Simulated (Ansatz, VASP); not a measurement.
**Ca: VASP beside Ansatz**

File INCAR:

```
SYSTEM = Ca
ALGO     = Fast           ! electronic algorithm
EDIFF    = 1E-6           ! SCF threshold, eV
ENCUT    = 520            ! plane-wave cutoff, eV
GGA      = PE             ! functional
ISIF     = 2              ! what is computed and relaxed
ISMEAR   = 0              ! smearing method
LASPH    = .TRUE.         ! aspherical terms in the spheres
LCHARG   = .FALSE.        ! write CHGCAR
LREAL    = .FALSE.        ! projectors in reciprocal space
LWAVE    = .FALSE.        ! write WAVECAR
NBANDS   = 11             ! bands
NELM     = 60             ! most SCF steps
PREC     = Accurate       ! precision mode
SIGMA    = 0.1            ! smearing width, eV
```

KPOINTS

```
k-points
0
G
  18 18 18
  0 0 0
```

Contents of POSCAR:

```
Ca
1.0
   -2.2437794292      2.2437794292      2.0898313254
    2.2437794292     -2.2437794292      2.0898313254
    2.2437794292      2.2437794292     -2.0898313254
Ca
1
Direct
    0.0000000000      0.0000000000      0.0000000000
```

Input for Ansatz:

```yaml
crystal:
  lattice:
    - [-2.2437794292, 2.2437794292, 2.0898313254]
    - [2.2437794292, -2.2437794292, 2.0898313254]
    - [2.2437794292, 2.2437794292, -2.0898313254]
  atoms:
    - { symbol: Ca, position: [0.0, 0.0, 0.0] }
basis:
  ecutwfc: 420
kpoints:
  mp_grid: { grid: [18, 18, 18] }
  band_path:
    path:
      - [[0.0, 0.0, 0.0], [0.0, 0.0, 0.5], [-0.5, 0.5, 0.5], [0.0, 0.0, 0.0], [0.46687134, 0.46687134, -0.46687134]]
      - [[-0.46687134, 0.53312866, 0.46687134], [-0.5, 0.5, 0.5]]
      - [[0.0, 0.0, 0.5], [0.25, 0.25, 0.25], [0.0, 0.5, 0.0], [0.0, 0.0, 0.0]]
    npoints: 14
hamiltonian:
  xc: pbe
scf:
  occupations: { method: gaussian, width: 0.1 }
  n_extra_bands: 6
output:
  forces: true
  stress: true
  eigenvalues: true
  populations: true
  dos: { projected: true, de: 0.02, nscf_kmesh: { grid: [22, 22, 22] } }
  bader: true
  write_density: true
  write_potential: true
  elf: true
  volumetric_format: npy
```

Alike in both runs: task single point; functional PBE; k mesh 18 × 18 × 18; occupations gaussian, width 0.1 eV; no spin polarisation.

|  | VASP | Ansatz |
| --- | --- | --- |
| version | VASP 6.6.1 | Ansatz 0.2.0 |
| potentials or method | VASP PAW PBE potentials, release 64 (Ca_sv), cutoff 520 eV | scalar-relativistic, plane waves, PAW |
| valence electrons in the cell | 10 | 10 |

```tsv
	VASP	Ansatz	Ansatz less VASP
gap on the k mesh at the Fermi level (eV)	none	none	-
pressure (GPa)	0.0	0.0	0.00
```

A gap of «none» marks a metal or a gap that the smearing closes. With one functional, cell and mesh, what is left measures potentials, basis and numerics.
